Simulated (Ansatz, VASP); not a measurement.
## Two plane-wave programs on InGa2P3

```xyz
12
Lattice="0.0000 -3.9885 0.0000 7.9770 0.0000 0.0000 -1.9943 1.9943 8.5346" Properties=species:S:1:pos:R:3 pbc="T T T"
In    0.0000    0.0000    0.0000
In    3.9885    0.0000    0.0000
Ga    1.9943   -1.9943    2.9166
Ga    5.9828   -1.9943    2.9166
Ga    0.0000    0.0000    5.6180
Ga    3.9885    0.0000    5.6180
P     0.0000   -1.9943    6.9542
P     3.9885   -1.9943    6.9542
P     1.9943    0.0000    4.2673
P     5.9828    0.0000    4.2673
P     0.0000   -1.9943    1.5804
P     3.9885   -1.9943    1.5804
```

Alike in both runs: task single point; functional PBE; k mesh 4 × 2 × 4; occupations gaussian, width 0.1 eV; no spin polarisation.

|  | VASP | Ansatz |
| --- | --- | --- |
| version | VASP 6.6.1 | Ansatz 0.2.0 |
| potentials or method | VASP PAW PBE potentials, release 64 (In_d, Ga_d, P), cutoff 520 eV | scalar-relativistic, plane waves, PAW |
| valence electrons in the cell | 108 | 108 |

VASP gave:

```
gap on the k mesh at the Fermi level (eV)                     : 0.98
least direct gap on the mesh (eV)                             : 0.98
pressure (GPa)                                                : 0.1
traceless stress, the component that is largest in VASP (GPa) : -0.55
rms of the force components (eV/Å)                            : 0.007
```

Question: Estimate Ansatz's values.

Answer: gap on the k mesh at the Fermi level (eV): 0.98; least direct gap on the mesh (eV): 0.98; pressure (GPa): 0.1; traceless stress, the component that is largest in VASP (GPa): -0.55; rms of the force components (eV/Å): 0.009.

Atom by atom the forces differ by 0.001 eV/Å (rms over components).
